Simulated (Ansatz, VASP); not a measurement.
# SnO2: VASP beside Ansatz

```
Sn O
1.0
     4.82770    0.00000    0.00000
     0.00000    4.82770    0.00000
     0.00000    0.00000    3.23799
Sn O
2 4
Cartesian
  0.0000 0.0000 0.0000
  2.4139 2.4139 1.6190
  1.5686 1.5686 0.0000
  1.0220 3.9824 1.6190
  3.4359 3.4359 0.0000
  3.9824 1.0220 1.6190
```

Change from the starting cell: all O atoms moved +0.125 Å, as atom 3 towards its neighbour atom 5 (O) at 2.641 Å.

Alike in both runs: task single point; functional PBE; k mesh 6 × 6 × 8; occupations gaussian, width 0.05 eV; no spin polarisation.

```csv
,VASP,Ansatz
version,VASP 6.6.1,Ansatz 0.2.0
potentials or method,"VASP PAW PBE potentials, release 64 (Sn_d, O), cutoff 520 eV","scalar-relativistic, plane waves, PAW"
valence electrons in the cell,52,52
```

|  | VASP | Ansatz | Ansatz less VASP |
| --- | --- | --- | --- |
| gap on the k mesh at the Fermi level (eV) | 0.69 | 0.70 | +0.013 |
| least direct gap on the mesh (eV) | 0.69 | 0.70 | +0.013 |
| pressure (GPa) | 2.1 | 1.5 | -0.58 |
| traceless stress, the component that is largest in VASP (GPa) | 2.09 | 2.12 | +0.027 |
| rms of the force components (eV/Å) | 0.784 | 0.764 | -0.0197 |

Atom by atom the forces differ by 0.022 eV/Å (rms over components). With one functional, cell and mesh, what is left measures potentials, basis and numerics.
